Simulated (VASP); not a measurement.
Set up this calculation in VASP 6.6.1, as the native input.

```yaml
Task: single point
Functional: PBE
Potentials_or_basis: VASP PAW PBE potentials, release 64 (Ir, Rh_pv)
Cutoff: 520 eV
k_mesh: 6 × 6 × 2
Occupations: gaussian, width 0.1 eV
Spin: no spin polarisation
Dipole_correction: no
Further_INCAR_settings: ALGO = Normal; EDIFF = 1e-06; NBANDS = 42
```

The structure of Ir2Rh lies in POSCAR:

```
Ir2Rh
1.0
    2.7391564000      0.0000000000      0.0000000000
   -1.3695782000      2.3721790000      0.0000000000
    0.0000000000      0.0000000000     13.2933463000
Ir Rh
4 2
Direct
    0.3333333000      0.6666667000      0.8329680000
    0.3333333000      0.6666667000      0.1670320000
    0.3333333000      0.6666667000      0.5000000000
    0.6666667000      0.3333333000      0.0000000000
    0.6666667000      0.3333333000      0.3341980000
    0.6666667000      0.3333333000      0.6658020000
```

The input as run:

INCAR

```
ALGO     = Normal         # electronic algorithm
EDIFF    = 1E-6           # SCF threshold, eV
ENCUT    = 520            # plane-wave cutoff, eV
GGA      = PE             # functional
ISIF     = 2              # what is computed and relaxed
ISMEAR   = 0              # smearing method
LASPH    = True           # aspherical terms in the spheres
LCHARG   = False          # write CHGCAR
LREAL    = False          # projectors in reciprocal space
LWAVE    = False          # write WAVECAR
NBANDS   = 42             # bands
NELM     = 100            # most SCF steps
PREC     = Accurate       # precision mode
SIGMA    = 0.1            # smearing width, eV
```

KPOINTS

```
k-points
0
Gamma
  6 6 2
```

Potentials or basis: VASP PAW PBE potentials, release 64 (Ir, Rh_pv).

The run is started by

```console
$ cat potpaw_PBE.64/Ir/POTCAR potpaw_PBE.64/Rh_pv/POTCAR > POTCAR
$ mpirun -np 1 vasp_std > vasp.out
```

It gave:

| Item | Value |
| --- | --- |
| Pressure | 0.8 GPa |
| Largest force | 0.087 eV/Å |
| Band gap on the k mesh | zero (bands 33 and 34 overlap by 2.66 eV) |

Caveat: the k points lie up to 0.44 Å⁻¹ apart, too coarse for converged energies and pressures of a metal; spin-orbit coupling is left out, which moves the levels of the heavy elements.

Run time: 110 s on 1 thread of Intel Xeon 8259CL, on a shared host, peak memory 0.21 GiB.
